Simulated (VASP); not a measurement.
Wanted: the native input for a VASP 6.6.1 run.

```
Task                   : single point
Functional             : LDA
Potentials or basis    : VASP PAW LDA potentials, release 64 (Mo_sv, Se)
Cutoff                 : 500 eV
k mesh                 : 12 × 12 × 2
Occupations            : gaussian, width 0.02 eV
Spin                   : no spin polarisation
Dipole correction      : no
Further INCAR settings : ALGO = Normal; EDIFF = 1e-06; NBANDS = 35
```

The structure of MoSe2 lies in POSCAR:

```
MoSe2
1.0
    3.2482199929      0.0000000000      0.0000000000
   -1.6241099965      2.8130410309      0.0000000000
    0.0000000000      0.0000000000     12.7413709174
Mo Se
2 4
Direct
    0.3333333333      0.6666666667      0.2500000000
    0.6666666667      0.3333333333      0.7500000000
    0.3333333333      0.6666666667      0.6199191394
    0.6666666667      0.3333333333      0.1199191394
    0.3333333333      0.6666666667      0.8800808606
    0.6666666667      0.3333333333      0.3800808606
```

One way to write it, as run:

INCAR

```
SYSTEM = MoSe2
  PREC = Accurate
  ENCUT = 500
  EDIFF = 1E-6
  ISMEAR = 0
  SIGMA = 0.02
  LREAL = .FALSE.
  LASPH = .TRUE.
  NELM = 120
  ALGO = Normal
  ISIF = 2
  LWAVE = .FALSE.
  LCHARG = .TRUE.
  LELF = .TRUE.
  LVHAR = .TRUE.
  NBANDS = 35
  GGA_COMPAT = .FALSE.
```

KPOINTS

```
regular mesh
0
G
  12 12 2
  0 0 0
```

Potentials or basis: VASP PAW LDA potentials, release 64 (Mo_sv, Se).

The run is started by

```console
$ cat potpaw_LDA.64/Mo_sv/POTCAR potpaw_LDA.64/Se/POTCAR > POTCAR
$ mpirun -np 1 vasp_std > vasp.out
```

Results of the run:

```yaml
Pressure: 0.6 GPa
Largest_force: 0.076 eV/Å
Band_gap_on_the_k_mesh: 0.75 eV, indirect (least direct gap 1.52 eV)
```

Run time: 110 s on 1 thread of Intel Xeon 6975P-C, with other jobs on the host, peak memory 0.26 GiB.
